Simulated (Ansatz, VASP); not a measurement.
One calculation of CdO, two programs

```
CELL_PARAMETERS angstrom
0.00000 2.36099 2.36099
2.36099 0.00000 2.36099
2.36099 2.36099 0.00000
ATOMIC_POSITIONS crystal
Cd 0.00000 0.00000 0.00000
O 0.50000 0.50000 0.50000
```

Alike in both runs: task single point; functional PBE; k mesh 4 × 4 × 4; occupations gaussian, width 0.1 eV; no spin polarisation.

|  | VASP | Ansatz |
| --- | --- | --- |
| version | VASP 6.6.1 | Ansatz 0.2.0 |
| potentials or method | VASP PAW PBE potentials, release 64 (Cd, O), cutoff 600 eV | scalar-relativistic, plane waves, PAW |
| valence electrons in the cell | 18 | 26 |

```csv
,VASP,Ansatz,Ansatz less VASP
gap on the k mesh at the Fermi level (eV),none,none,-
pressure (GPa),5.4,4.2,-1.17
```

A gap of «none» marks a metal or a gap that the smearing closes. VASP's potentials hold 18 valence electrons a cell and Ansatz's 26, so a difference there can come from the potentials and not from the codes.

The k mesh is coarse, so the values compare programs but aren't converged.
